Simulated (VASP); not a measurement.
Ni2H: single point with LDA

The system is Ni2H.

```
Ni H
1.0
     2.50769    0.00000    0.00000
    -1.25384    2.17172    0.00000
     0.00000    0.00000    4.14401
Ni H
2 1
Direct
  0.66667 0.33333 0.76864
  0.33333 0.66667 0.28736
  0.00000 0.00000 0.02800
```

```
Program                : VASP 6.6.1
Task                   : single point
Functional             : LDA
Potentials or basis    : VASP PAW LDA potentials, release 64 (Ni, H)
Cutoff                 : 520 eV
k mesh                 : 18 × 18 × 10
Occupations            : fermi-dirac, width 0.15 eV
Spin                   : no spin polarisation
Dipole correction      : no
Further INCAR settings : ALGO = Fast; EDIFF = 1e-06; NBANDS = 18
```

The pressure is -4.7 GPa, the largest force is 0.011 eV/Å and the band gap on the k mesh is zero (an odd number of electrons rules out a gap without spin polarisation).

Forces in eV/Å, atoms in the order of the input:
```
Ni   0.000  0.000 -0.011
Ni   0.000  0.000  0.011
H    0.000  0.000  0.000
```

Stress tensor (GPa, compression positive):
```
-4.60  0.00  0.00
 0.00 -4.60  0.00
 0.00  0.00 -4.76
```

Levels at points of the mesh, in eV from the Fermi level:
| k point | band 7 | band 8 | band 9 | band 10 | band 11 | band 12 | band 13 | band 14 | band 15 | band 16 |
| --- | --- | --- | --- | --- | --- | --- | --- | --- | --- | --- |
| (0.00, 0.00, 0.00) | -1.79 | -1.79 | -1.33 | -1.33 | -0.45 | -0.45 | 4.76 | 15.40 | 23.13 | 23.16 |
| (0.50, 0.00, 0.00) | -1.77 | -0.26 | -0.25 | -0.13 | 0.59 | 2.61 | 7.59 | 7.89 | 9.10 | 12.55 |
| (0.00, 0.00, 0.50) | -2.06 | -2.06 | -0.72 | -0.72 | -0.68 | -0.68 | 11.02 | 11.88 | 17.36 | 22.26 |
| (0.50, 0.00, 0.50) | -1.28 | -0.87 | -0.19 | -0.19 | 0.30 | 0.59 | 5.62 | 5.64 | 13.73 | 15.92 |

Run time: 3 min on 1 thread of Oxide Virtual Turin-like Processor (shared host), peak memory 0.19 GiB.

Caveat: the cell stands under tension. Spin polarisation is off, so any magnetic state and its effect on volume and gap are missing.
